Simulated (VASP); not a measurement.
# KTaO3 (P4/mmm) in VASP: notebook

Runs on KTaO3. Level: HSE06. Tasks: single point.

Everything below comes from runs of VASP 6.6.1. Logs are shortened: lines on timing, memory, paths and dates and some standing lists are left out, and cuts for length are marked.

## Step 1: The cell of the first run

It takes space group P4/mmm (No. 123, tetragonal). Conventional cell: a = 3.831 Å, b = 3.831 Å, c = 4.054 Å, α = 90.00°, β = 90.00°, γ = 90.00°. K (site symmetry 4/mmm) has 12 O at 2.71 to 2.79 Å and 8 Ta at 3.38 Å within 3.6 Å. Within 2.5 Å of Ta (site symmetry 4/mmm) lie 6 O at 1.92 to 2.03 Å. O (site symmetry 4/mmm) has 2 Ta at 2.03 Å and 4 K at 2.71 Å and 8 O at 2.79 Å within 2.8 Å. O (site symmetry mmm) has 2 Ta at 1.92 Å within 2.5 Å.

## Step 2: Single point, HSE06 (epitaxial xy strain -4.0%)

The input, POSCAR:

```
KTaO3
1.0
    3.8305258589      0.0000000000      0.0000000000
    0.0000000000      3.8305258589      0.0000000000
    0.0000000000      0.0000000000      4.0535829865
K Ta O
1 1 3
Direct
    0.0000000000      0.0000000000      0.0000000000
    0.5000000000      0.5000000000      0.5000000000
    0.5000000000      0.5000000000      0.0000000000
    0.5000000000      0.0000000000      0.5000000000
    0.0000000000      0.5000000000      0.5000000000
```

The input, INCAR.step1:

```
SYSTEM = KTaO3
PREC     = Accurate       ! precision mode
ENCUT    = 520            ! plane-wave cutoff, eV
EDIFF    = 1E-5           ! SCF threshold, eV
ISMEAR   = 0              ! smearing method
SIGMA    = 0.01           ! smearing width, eV
LREAL    = .False.        ! projectors in reciprocal space
LASPH    = .True.         ! aspherical terms in the spheres
NELM     = 60             ! most SCF steps
ALGO     = Normal         ! electronic algorithm
ISIF     = 2              ! what is computed and relaxed
LWAVE    = .True.         ! write WAVECAR
LCHARG   = .False.        ! write CHGCAR
GGA      = PE             ! functional
NBANDS   = 27             ! bands
```

The input, INCAR.step2:

```
SYSTEM = KTaO3
PREC     = Accurate       ! precision mode
ENCUT    = 520            ! plane-wave cutoff, eV
EDIFF    = 1E-7           ! SCF threshold, eV
ISMEAR   = 0              ! smearing method
SIGMA    = 0.01           ! smearing width, eV
LREAL    = .False.        ! projectors in reciprocal space
LASPH    = .True.         ! aspherical terms in the spheres
NELM     = 60             ! most SCF steps
ALGO     = Normal         ! electronic algorithm
ISIF     = 2              ! what is computed and relaxed
LWAVE    = .False.        ! write WAVECAR
LCHARG   = .False.        ! write CHGCAR
GGA      = PE             ! functional
LHFCALC  = .True.         ! exact exchange
HFSCREEN = 0.2079         ! screening, 1/A
PRECFOCK = Fast         
ISTART   = 1            
NBANDS   = 27             ! bands
```

The input, KPOINTS:

```
Automatic mesh
0
Gamma
  4 4 4
  0 0 0
```

Potentials or basis: VASP PAW PBE potentials, release 64 (K_sv, Ta_pv, O).

On the command line:

```bash
> cat potpaw_PBE.64/K_sv/POTCAR potpaw_PBE.64/Ta_pv/POTCAR potpaw_PBE.64/O/POTCAR > POTCAR
> cp INCAR.step1 INCAR
> mpirun -np 1 vasp_std > vasp.out
> cp INCAR.step2 INCAR
> mpirun -np 1 vasp_std > vasp.out
```

OUTCAR:

```text
SYSTEM = KTaO3
   PREC = Accurate
   ENCUT = 520
   EDIFF = 1E-7
   ISMEAR = 0
   LREAL = .False.
   LASPH = .True.
   NELM = 60
   ISIF = 2
   GGA = PE
   LHFCALC = .True.
   HFSCREEN = 0.2079
   PRECFOCK = Fast
   ISTART = 1

 ion  position               nearest neighbor table
   1  0.000  0.000  0.000-   3 2.71   3 2.71   3 2.71   3 2.71   5 2.79   4 2.79   5 2.79   5 2.79
                             5 2.79   4 2.79   4 2.79   4 2.79   2 3.38   2 3.38   2 3.38   2 3.38
   2  0.500  0.500  0.500-   4 1.92   5 1.92   4 1.92   5 1.92   3 2.03   3 2.03   1 3.38   1 3.38
                             1 3.38   1 3.38   1 3.38   1 3.38   1 3.38   1 3.38
   3  0.500  0.500  0.000-   2 2.03   2 2.03   1 2.71   1 2.71   1 2.71   1 2.71
   4  0.500  0.000  0.500-   2 1.92   2 1.92   1 2.79   1 2.79   1 2.79   1 2.79
   5  0.000  0.500  0.500-   2 1.92   2 1.92   1 2.79   1 2.79   1 2.79   1 2.79

  LATTYP: Found a simple tetragonal cell.
 ALAT       =     3.8305258589
 C/A-ratio  =     1.0582314637

  Lattice vectors:

 A1 = (   3.8305258589,   0.0000000000,   0.0000000000)
 A2 = (   0.0000000000,   3.8305258589,   0.0000000000)
 A3 = (   0.0000000000,   0.0000000000,   4.0535829865)

Analysis of symmetry for initial positions (statically):
=====================================================================
 Subroutine PRICEL returns:
 Original cell was already a primitive cell.

 Routine SETGRP: Setting up the symmetry group for a
 simple tetragonal supercell.

 Subroutine GETGRP returns: Found 16 space group operations
 (whereof 16 operations were pure point group operations)
 out of a pool of 16 trial point group operations.

The static configuration has the point symmetry D_4h.

Analysis of symmetry for dynamics (positions and initial velocities):
=====================================================================
 Subroutine PRICEL returns:
 Original cell was already a primitive cell.

 Routine SETGRP: Setting up the symmetry group for a
 simple tetragonal supercell.

 Subroutine GETGRP returns: Found 16 space group operations
 (whereof 16 operations were pure point group operations)
 out of a pool of 16 trial point group operations.

The dynamic configuration has the point symmetry D_4h.

 Subroutine INISYM returns: Found 16 space group operations
 (whereof 16 operations are pure point group operations),
 and found     1 'primitive' translations

[... 102 lines left out ...]
   TEBEG  =    0.0;   TEEND  =   0.0 temperature during run
   PSTRESS=    0.0 pullay stress
   NELECT =      38.0000    total number of electrons
   NUPDOWN=      -1.0000    fix difference up-down
   EMIN   =  10.00;   EMAX   =-10.00  energy-range for DOS
   EFERMI =   0.00;   METHOD = LEGACY
   ISMEAR =     0;   SIGMA  =   0.01  broadening in eV -4-tet -1-fermi 0-gaus
   EFERMI_NEDOS =   21; number of points for ismear=-14 and -15
   IALGO  =     38    algorithm
   IMIX   =      1    mixing-type and parameters
     AMIX     =   0.40;   BMIX     =  1.00
     AMIX_MAG =   1.60;   BMIX_MAG =  1.00
  volume/ion in A,a.u.               =      11.90        80.28
  Fermi-wavevector in a.u.,A,eV,Ry     =   1.409994  2.664503 27.049530  1.988084
  Thomas-Fermi vector in A             =   2.531994
   LORBIT       =      0    0 simple, 1 ext, 2 COOP (PROOUT), +10 PAW based schemes
   GGA     = PE    functional components
   LHFCALC =     T    Hartree Fock is set to
   PRECFOCK=fast      Normal, Fast or Accurate (Low or Medium for compatibility)
   ENCUT4O =  -1.0   cutoff for four orbital integrals eV
   NKREDX  =     1    reduce k-point grid by
   NKREDY  =     1    reduce k-point grid by
   NKREDZ  =     1    reduce k-point grid by
   AEXX    =    0.2500 exact exchange contribution
   HFSCREEN=    0.2079 screening length (either q_TF or 0.3 A-1)
   HFSCREENC=   0.2079 screening length for correlation (either q_TF or 0.3 A-1)
   ENCUTFOCK=  -1.0 apply spherical cutoff to Coloumb kernel
   IVDW    =     0    specifies the selected vdW correction
   LEPSILON=     F    determine dielectric tensor
   LRPA    =     F    only Hartree local field effects (RPA)
 non-spin polarized calculation
 Gauss-broadening in eV      SIGMA  =   0.01
  energy-cutoff  :      520.00
  volume of cell :       59.48
 maximum number of plane-waves:      1640
  NGX = 18; NGY = 18; NGZ = 18

 number of electron      37.9999989 magnetization

 Free energy of the ion-electron system (eV)
  ---------------------------------------------------
  ext. energy  EPLUGINS =         0.00000000
  ---------------------------------------------------
  free energy    TOTEN  =       -48.98371129 eV

  energy without entropy =      -48.98371129  energy(sigma->0) =      -48.98371129

 E-fermi :   1.2438     XC(G=0):  -9.1981

 val. band max:        1.1894570263   @ k =   0.5000   0.5000   0.5000
 cond. band min:       4.7689629439   @ k =   0.0000   0.0000   0.0000
 fundamental gap:      3.5795059176
 Fermi energy:         1.2437797063

 k-point     1 :       0.0000    0.0000    0.0000
  band No.  band energies     occupation
      1     -34.6659      2.00000
      2     -34.6659      2.00000
      3     -34.5201      2.00000
      4     -28.0315      2.00000
      5     -18.4944      2.00000
      6     -17.8875      2.00000
[... 529 lines left out ...]
     26      13.9453      0.00000
     27      15.7320      0.00000

------------------------ aborting loop because EDIFF is reached ----------------------------------------

  FORCE on cell =-STRESS in cart. coord.  units (eV):
  Direction    XX          YY          ZZ          XY          YZ          ZX
  --------------------------------------------------------------------------------------
  -------------------------------------------------------------------------------------
  Total        9.6958059      9.6958059     -0.0734129      0.0000000      0.0000000      0.0000000
  in kB      261.1792249    261.1792249     -1.9775491      0.0000000      0.0000000      0.0000000
  external PRESSURE =     173.4603002 kB  Pullay stress =       0.0000000 kB

 VOLUME and BASIS-vectors are now :
 -----------------------------------------------------------------------------
  energy-cutoff  :      520.00
  volume of cell :       59.48
      direct lattice vectors                 reciprocal lattice vectors
     3.830525859  0.000000000  0.000000000     0.261060762  0.000000000  0.000000000
     0.000000000  3.830525859  0.000000000     0.000000000  0.261060762  0.000000000
     0.000000000  0.000000000  4.053582987     0.000000000  0.000000000  0.246695332

 POSITION                                       TOTAL-FORCE (eV/Angst)
 -----------------------------------------------------------------------------------
      0.00000      0.00000      0.00000         0.000000      0.000000      0.000000
      1.91526      1.91526      2.02679         0.000000      0.000000      0.000000
      1.91526      1.91526      0.00000         0.000000      0.000000      0.000000
      1.91526      0.00000      2.02679         0.000000      0.000000      0.000000
      0.00000      1.91526      2.02679         0.000000      0.000000      0.000000
 -----------------------------------------------------------------------------------
    total drift:                               -0.000009      0.000003      0.000009

  FREE ENERGIE OF THE ION-ELECTRON SYSTEM (eV)
  ---------------------------------------------------
  free  energy   TOTEN  =       -48.9837112869 eV

  energy  without entropy=      -48.9837112869  energy(sigma->0) =      -48.98371129
```

OUTCAR.step1:

```text
SYSTEM = KTaO3
   PREC = Accurate
   ENCUT = 520
   EDIFF = 1E-5
   ISMEAR = 0
   LREAL = .False.
[... 767 lines left out ...]
      1.91526      1.91526      0.00000         0.000000      0.000000      0.000000
      1.91526      0.00000      2.02679         0.000000      0.000000      0.000000
      0.00000      1.91526      2.02679         0.000000      0.000000      0.000000
 -----------------------------------------------------------------------------------
    total drift:                                0.000000      0.000000      0.000000

  FREE ENERGIE OF THE ION-ELECTRON SYSTEM (eV)
  ---------------------------------------------------
  free  energy   TOTEN  =       -40.4720802204 eV

  energy  without entropy=      -40.4720802204  energy(sigma->0) =      -40.47208022
```

Run time: 61 min. Hardware: 1 thread of Oxide Virtual Turin-like, shared host; peak memory 0.27 GiB.

Results:

```
Free energy            : -48.9837 eV
Pressure               : 17.3 GPa
Band gap on the k mesh : 3.58 eV (least direct gap 4.18 eV)
```

Stress tensor (GPa, compression positive):
```
26.12  0.00  0.00
 0.00 26.12  0.00
 0.00  0.00 -0.20
```

Caveat: the cell differs from its parent crystal (epitaxial xy strain -4.0%); the cell stands under pressure; the PAW data sets were made with another functional, which shifts forces and pressure a little; spin-orbit coupling is left out, which moves the levels of the heavy elements.

## Step 3: Single point, HSE06 (epitaxial xy strain +1.0%)

POSCAR, as its differences from that of step 2:

```diff
@@ -2,5 +2,5 @@
 1.0
-    3.8305258589      0.0000000000      0.0000000000
-    0.0000000000      3.8305258589      0.0000000000
-    0.0000000000      0.0000000000      4.0535829865
+    4.0300324140      0.0000000000      0.0000000000
+    0.0000000000      4.0300324140      0.0000000000
+    0.0000000000      0.0000000000      3.9763084915
 K Ta O
```

The input, INCAR.step1:

```
PREC = Accurate ; ENCUT = 520
EDIFF = 1E-5 ; ISMEAR = 0
SIGMA = 0.01 ; LREAL = F
LASPH = T ; NELM = 80
ALGO = Normal ; ISIF = 2
LWAVE = T ; LCHARG = F
NBANDS = 27 ; GGA = PE
KPAR = 4
```

The input, INCAR.step2:

```
PREC = Accurate ; ENCUT = 520
EDIFF = 1E-6 ; ISMEAR = 0
SIGMA = 0.01 ; LREAL = F
LASPH = T ; NELM = 80
ALGO = Normal ; ISIF = 2
LWAVE = F ; LCHARG = F
GGA = PE ; LHFCALC = T
HFSCREEN = 0.2079 ; PRECFOCK = Fast
NBANDS = 27 ; ISTART = 1
KPAR = 4
```

The input, KPOINTS:

```
regular mesh
0
Gamma
  4 4 4
```

Potentials or basis: VASP PAW PBE potentials, release 64 (K_sv, Ta_pv, O).

On the command line:

```bash
> cat potpaw_PBE.64/K_sv/POTCAR potpaw_PBE.64/Ta_pv/POTCAR potpaw_PBE.64/O/POTCAR > POTCAR
> cp INCAR.step1 INCAR
> mpirun -np 4 vasp_std > vasp.out
> cp INCAR.step2 INCAR
> mpirun -np 4 vasp_std > vasp.out
```

It took 10 min on 4 MPI ranks of Oxide Virtual Turin-like, shared host; peak memory 0.26 GiB.

The run converged. Its results:

```yaml
Free_energy: -49.3428 eV
Pressure: -3.6 GPa
Band_gap_on_the_k_mesh: 3.40 eV (least direct gap 4.08 eV)
```

Stress tensor (GPa, compression positive):
```
-5.18  0.00  0.00
 0.00 -5.18  0.00
 0.00  0.00 -0.32
```

Levels at points of the mesh, in eV from the valence-band top:
```csv
k point,band 16,band 17,band 18,band 19,band 20,band 21,band 22,band 23
"(0.00, 0.00, 0.00)",-1.07,-0.68,-0.67,-0.67,3.40,3.42,3.42,7.87
"(0.50, 0.00, 0.00)",-2.29,-1.58,-0.94,-0.91,3.57,6.33,6.34,8.05
"(0.50, 0.50, 0.00)",-1.90,-1.64,-1.64,-0.04,6.37,6.37,7.77,9.21
"(0.00, 0.00, 0.50)",-2.23,-1.55,-0.89,-0.89,3.57,6.52,6.52,7.91
"(0.50, 0.00, 0.50)",-1.86,-1.50,-1.48,-0.07,6.38,6.56,7.90,8.86
"(0.50, 0.50, 0.50)",-4.06,-0.03,-0.03,0.00,7.90,8.03,8.03,10.60
```

Caveat: the cell differs from its parent crystal (epitaxial xy strain +1.0%); the cell stands under tension; the PAW data sets were made with another functional, which shifts forces and pressure a little; spin-orbit coupling is left out, which moves the levels of the heavy elements.
